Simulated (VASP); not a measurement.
Input of a VASP 6.6.1 run:

File POSCAR.step1:

```
InPd
1.0
    3.1706268443      0.0000000000      0.0000000000
    0.0000000000      3.1706268443      0.0000000000
    0.0000000000      0.0000000000      3.1706268443
In Pd
1 1
Direct
    0.0000000000      0.0000000000      0.0000000000
    0.5000000000      0.5000000000      0.5000000000
```

The input POSCAR.step2:

```
InPd
1.0
    3.2050928798      0.0000000000      0.0000000000
    0.0000000000      3.2050928798      0.0000000000
    0.0000000000      0.0000000000      3.2050928798
In Pd
1 1
Direct
    0.0000000000      0.0000000000      0.0000000000
    0.5000000000      0.5000000000      0.5000000000
```

The input POSCAR.step3:

```
InPd
1.0
    3.2388331791      0.0000000000      0.0000000000
    0.0000000000      3.2388331791      0.0000000000
    0.0000000000      0.0000000000      3.2388331791
In Pd
1 1
Direct
    0.0000000000      0.0000000000      0.0000000000
    0.5000000000      0.5000000000      0.5000000000
```

The input POSCAR.step4:

```
InPd
1.0
    3.2718847800      0.0000000000      0.0000000000
    0.0000000000      3.2718847800      0.0000000000
    0.0000000000      0.0000000000      3.2718847800
In Pd
1 1
Direct
    0.0000000000      0.0000000000      0.0000000000
    0.5000000000      0.5000000000      0.5000000000
```

Contents of POSCAR.step5:

```
InPd
1.0
    3.3042817857      0.0000000000      0.0000000000
    0.0000000000      3.3042817857      0.0000000000
    0.0000000000      0.0000000000      3.3042817857
In Pd
1 1
Direct
    0.0000000000      0.0000000000      0.0000000000
    0.5000000000      0.5000000000      0.5000000000
```

POSCAR.step6

```
InPd
1.0
    3.3360556752      0.0000000000      0.0000000000
    0.0000000000      3.3360556752      0.0000000000
    0.0000000000      0.0000000000      3.3360556752
In Pd
1 1
Direct
    0.0000000000      0.0000000000      0.0000000000
    0.5000000000      0.5000000000      0.5000000000
```

POSCAR.step7

```
InPd
1.0
    3.3672355728      0.0000000000      0.0000000000
    0.0000000000      3.3672355728      0.0000000000
    0.0000000000      0.0000000000      3.3672355728
In Pd
1 1
Direct
    0.0000000000      0.0000000000      0.0000000000
    0.5000000000      0.5000000000      0.5000000000
```

INCAR

```
GGA      = PE             # functional
ISMEAR   = 1              # smearing method
SIGMA    = 0.1            # smearing width, eV
LWAVE    = False          # write WAVECAR
LCHARG   = False          # write CHGCAR
ISIF     = 2              # what is computed and relaxed
NSW      = 0              # ionic steps
ENCUT    = 570            # plane-wave cutoff, eV
PREC     = Accurate       # precision mode
LASPH    = True           # aspherical terms in the spheres
LREAL    = False          # projectors in reciprocal space
ALGO     = Normal         # electronic algorithm
EDIFF    = 1E-7           # SCF threshold, eV
NELM     = 120            # most SCF steps
GGA_COMPAT= False
```

File KPOINTS:

```
k-points
0
Gamma
  10 10 10
```

Potentials or basis: VASP PAW PBE potentials, release 64 (In_d_GW, Pd_sv_GW).

Run with:

```sh
$ cat potpaw_PBE.64/In_d_GW/POTCAR potpaw_PBE.64/Pd_sv_GW/POTCAR > POTCAR
$ cp POSCAR.step1 POSCAR
$ mpirun -np 1 vasp_std > vasp.out
$ cp POSCAR.step2 POSCAR
$ mpirun -np 1 vasp_std > vasp.out
$ cp POSCAR.step3 POSCAR
$ mpirun -np 1 vasp_std > vasp.out
$ cp POSCAR.step4 POSCAR
$ mpirun -np 1 vasp_std > vasp.out
$ cp POSCAR.step5 POSCAR
$ mpirun -np 1 vasp_std > vasp.out
$ cp POSCAR.step6 POSCAR
$ mpirun -np 1 vasp_std > vasp.out
$ cp POSCAR.step7 POSCAR
$ mpirun -np 1 vasp_std > vasp.out
```

(1) Estimate the pressure derivative of the bulk modulus.

(2) What does it give for the equilibrium volume?

(3) What does it give for the bulk modulus?

Results:

(1) 6.0.

(2) 18.09 Å³/atom.

(3) 108 GPa.
